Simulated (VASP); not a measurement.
Write the native input for VASP 6.6.1 that does the following.

- Task: relaxation of cell and atoms
- Functional: PBEsol
- Potentials or basis: VASP PAW PBE potentials, release 64 (Cd)
- Cutoff: 500 eV
- k mesh: 16 × 16 × 16
- Occupations: methfessel-paxton, width 0.1 eV
- Spin: no spin polarisation
- Target pressure: 20 GPa
- Dipole correction: no
- Further INCAR settings: ALGO = Normal; EDIFF = 1e-07; IBRION = 2; EDIFFG = -0.02; NSW = 80; ISIF = 3

The structure of Cd lies in POSCAR:

```
Cd
1.0
    0.0000000000      2.2100000000      2.2100000000
    2.2100000000      0.0000000000      2.2100000000
    2.2100000000      2.2100000000      0.0000000000
Cd
1
Direct
    0.0000000000      0.0000000000      0.0000000000
```

This isn't the form of Cd at room conditions, which is hcp.

The input as run:

INCAR

```
ALGO     = Normal         # electronic algorithm
EDIFF    = 1E-7           # SCF threshold, eV
EDIFFG   = -0.02          # ionic threshold
ENCUT    = 500            # plane-wave cutoff, eV
GGA      = PS             # functional
GGA_COMPAT= F            
IBRION   = 2              # ionic algorithm
ISIF     = 3              # what is computed and relaxed
ISMEAR   = 1              # smearing method
LASPH    = T              # aspherical terms in the spheres
LCHARG   = F              # write CHGCAR
LREAL    = F              # projectors in reciprocal space
LWAVE    = F              # write WAVECAR
NELM     = 120            # most SCF steps
NELMIN   = 4            
NSW      = 80             # ionic steps
PREC     = Accurate       # precision mode
PSTRESS  = 200.0        
SIGMA    = 0.1            # smearing width, eV
```

KPOINTS

```
k-points
0
Gamma
  16 16 16
```

Potentials or basis: VASP PAW PBE potentials, release 64 (Cd).

Run with:

```sh
$ cat potpaw_PBE.64/Cd/POTCAR > POTCAR
$ mpirun -np 1 vasp_std > vasp.out
```

Results of the run:

* Relaxed volume: 17.29 Å³/atom
* Relaxed cell: a = 2.902 Å, b = 2.902 Å, c = 2.902 Å, α = 60.00°, β = 60.00°, γ = 60.00°
* Space group after relaxing (to 0.1 Å): Fm-3m (No. 225)
* Energy change on relaxing (the run minimises the enthalpy): +186.3 meV/atom
* Ionic steps: 7
* Pressure after relaxing: 20.0 GPa
* Band gap on the k mesh: zero (bands 6 and 7 overlap by 3.11 eV)

Caveat: the cell is relaxed towards a set pressure, so the run minimises the enthalpy, not the energy; the volume moved by over 15 % at a fixed basis, so the end points are rough; the PAW data sets were made with another functional, which shifts forces and pressure a little.

It took 33 s on 1 thread of Intel(R) Xeon(R) 6975P-C (Granite Rapids), on a shared host, peak memory 0.17 GiB.
